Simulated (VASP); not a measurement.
Input of a VASP 6.6.1 run:

The input INCAR:

```
PREC = Accurate ; ENCUT = 520
EDIFF = 1E-6 ; ISMEAR = 1
SIGMA = 0.1 ; LREAL = F
LASPH = T ; NELM = 100
ALGO = Normal ; ISIF = 2
LWAVE = F ; LCHARG = F
LDIPOL = T ; IDIPOL = 3
DIPOL = 0.5 0.5 0.500 ; EFIELD = -0.2
NBANDS = 31
```

File KPOINTS:

```
Automatic mesh
0
Gamma
  6 4 1
```

File POSCAR:

```
TaTi
1.0
    2.8186442540      0.0000000000      0.0000000000
    0.0000000000      4.6841286900      0.0000000000
    0.0000000000      0.0000000000     15.9928981938
Ti Ta
2 2
Direct
    0.3356028989      0.5000000000      0.4583888408
    0.0068086968      0.5000000000      0.6248334775
    0.0000000000      0.0000000000      0.3751665225
    0.6712057978      0.0000000000      0.5416111592
```

Potentials or basis: VASP PAW LDA potentials, release 64 (Ti_sv, Ta_pv).

Command:

```console
$ cat potpaw_LDA.64/Ti_sv/POTCAR potpaw_LDA.64/Ta_pv/POTCAR > POTCAR
$ mpirun -np 1 vasp_std > vasp.out
```

**Question.** Estimate the band gap on the k mesh.

**Answer.** Zero (bands 23 and 24 overlap by 0.19 eV).

**Question.** Estimate the largest force.

**Answer.** 1.852 eV/Å.

Forces in eV/Å, atoms in the order of the input:
```
Ti   0.435  0.000  0.567
Ti   0.202  0.000 -1.036
Ta  -0.417  0.000  1.805
Ta  -0.220  0.000 -1.335
```

Caveat: the k points lie up to 0.37 Å⁻¹ apart; spin-orbit coupling is left out, which moves the levels of the heavy elements.
